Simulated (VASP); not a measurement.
Set up this calculation in VASP 6.6.1, as the native input.

* Task: single point
* Functional: PBE
* Potentials or basis: VASP PAW PBE potentials, release 64 (Si)
* Cutoff: 500 eV
* k mesh: 8 × 8 × 8
* Occupations: gaussian, width 0.01 eV
* Spin: no spin polarisation
* Dipole correction: no
* Further INCAR settings: ALGO = Normal; EDIFF = 1e-06; NBANDS = 11

The structure of Si lies in POSCAR:

```
Si
1.0
    0.0000000000      2.6750000000      2.6750000000
    2.6750000000      0.0000000000      2.6750000000
    2.6750000000      2.6750000000      0.0000000000
Si
2
Direct
    0.0000000000      0.0000000000      0.0000000000
    0.2500000000      0.2500000000      0.2500000000
```

These files were run (other wordings do the same):

INCAR

```
  PREC = Accurate
  ENCUT = 500
  EDIFF = 1E-6
  ISMEAR = 0
  SIGMA = 0.01
  LREAL = F
  LASPH = T
  NELM = 120
  ALGO = Normal
  ISIF = 2
  LWAVE = F
  LCHARG = F
  GGA = PE
  NBANDS = 11
  GGA_COMPAT = F
```

KPOINTS

```
regular mesh
0
Gamma
  8 8 8
```

Potentials or basis: VASP PAW PBE potentials, release 64 (Si).

The run is started by

```bash
$ cat potpaw_PBE.64/Si/POTCAR > POTCAR
$ mpirun -np 1 vasp_std > vasp.out
```

It gave:

```json
{
 "Pressure": "6.8 GPa",
 "Band gap on the k mesh": "0.54 eV, indirect (least direct gap 2.58 eV)"
}
```

It took 5.9 s on 1 thread of Intel(R) Xeon(R) Platinum 8488C (Sapphire Rapids), on a shared host, peak memory 0.15 GiB.
